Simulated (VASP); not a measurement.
Wanted: the native input for a VASP 6.6.1 run.

```
Task                   : single point
Functional             : PBE
Dispersion             : D3(BJ)
Potentials or basis    : VASP PAW PBE potentials, release 64 (C)
Cutoff                 : 520 eV
k mesh                 : 22 × 22 × 8
Occupations            : gaussian, width 0.15 eV
Spin                   : no spin polarisation
Dipole correction      : no
Further INCAR settings : ALGO = Normal; EDIFF = 1e-07; NBANDS = 16
```

The structure of C lies in POSCAR:

```
C
1.0
    1.2327689981     -2.0701217331      0.0000000000
    1.2327689981      2.0701217331      0.0000000000
    0.0000000000      0.0000000000      6.7989836842
C
4
Direct
    0.0833101797      0.9166898203      0.7500000000
    0.5833101797      0.4166898203      0.2500000000
    0.9166898203      0.0833101797      0.2500000000
    0.4166898203      0.5833101797      0.7500000000
```

This cell differs from its parent crystal: strain -0.0300 x Voigt [0, 1, 0, 0, 0, 0].

These files were run (other wordings do the same):

INCAR

```
PREC = Accurate ; ENCUT = 520
EDIFF = 1E-7 ; ISMEAR = 0
SIGMA = 0.15 ; LREAL = False
LASPH = True ; NELM = 100
ALGO = Normal ; ISIF = 2
LWAVE = False ; LCHARG = True
GGA = PE ; IVDW = 12
LELF = True ; LVHAR = True
NBANDS = 16
```

KPOINTS

```
Automatic mesh
0
Gamma
  22 22 8
```

Potentials or basis: VASP PAW PBE potentials, release 64 (C).

Launch:

```bash
$ cat potpaw_PBE.64/C/POTCAR > POTCAR
$ mpirun -np 1 vasp_std > vasp.out
```

It gave:

| Quantity | Value |
| --- | --- |
| Pressure | 14.9 GPa |
| Largest force | 0.503 eV/Å |
| Band gap on the k mesh | zero (bands 8 and 9 overlap by 0.01 eV) |
| Dispersion energy per atom | -0.153 eV |

Caveat: the cell differs from its parent crystal (strain -0.0300 x Voigt [0, 1, 0, 0, 0, 0]); the stress differs along the axes, from -0 to 38 GPa.

It took 8.8 min on 1 thread of AMD EPYC 7R13, on a shared host, peak memory 0.37 GiB.
